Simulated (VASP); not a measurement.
The system is Nb.

```
CELL_PARAMETERS angstrom
-1.65035 1.65035 1.65035
1.65035 -1.65035 1.65035
1.65035 1.65035 -1.65035
ATOMIC_POSITIONS crystal
Nb 0.00000 0.00000 0.00000
```

| Quantity | Value |
| --- | --- |
| Program | VASP 6.6.1 |
| Task | relaxation of cell and atoms |
| Functional | PBEsol |
| Potentials or basis | VASP PAW PBE potentials, release 64 (Nb_sv) |
| Cutoff | 600 eV |
| k mesh | 18 × 18 × 18 |
| Occupations | fermi-dirac, width 0.05 eV |
| Spin | no spin polarisation |

At the start: pressure -4.7 GPa; volume 17.98 Å³/atom.

Question: Where does the relaxation end?

Answer: Over 4 steps the energy falls by 7.1 meV/atom and the volume is 17.50 Å³/atom (-2.7 %); space group Im-3m (No. 229, to 0.05 Å).

Step by step:
| step | energy change (eV) | largest force (eV/Å) | pressure (GPa) | volume (Å³) |
| --- | --- | --- | --- | --- |
| 1 | 0.0000 | 0.0000 | -4.66 | 17.98 |
| 2 | 0.0179 | 0.0000 | 9.79 | 16.65 |
| 3 | -0.0071 | 0.0000 | -0.08 | 17.51 |
| 4 | -0.0071 | 0.0000 | 0.02 | 17.50 |

Final structure:
```yaml
crystal:
  lattice:
    - [-1.63548, 1.63548, 1.63548]
    - [1.63548, -1.63548, 1.63548]
    - [1.63548, 1.63548, -1.63548]
  atoms:
    - { symbol: Nb, position: [0.00000, 0.00000, 0.00000] }
```

Caveat: the PAW data sets were made with another functional, which shifts forces and pressure a little.
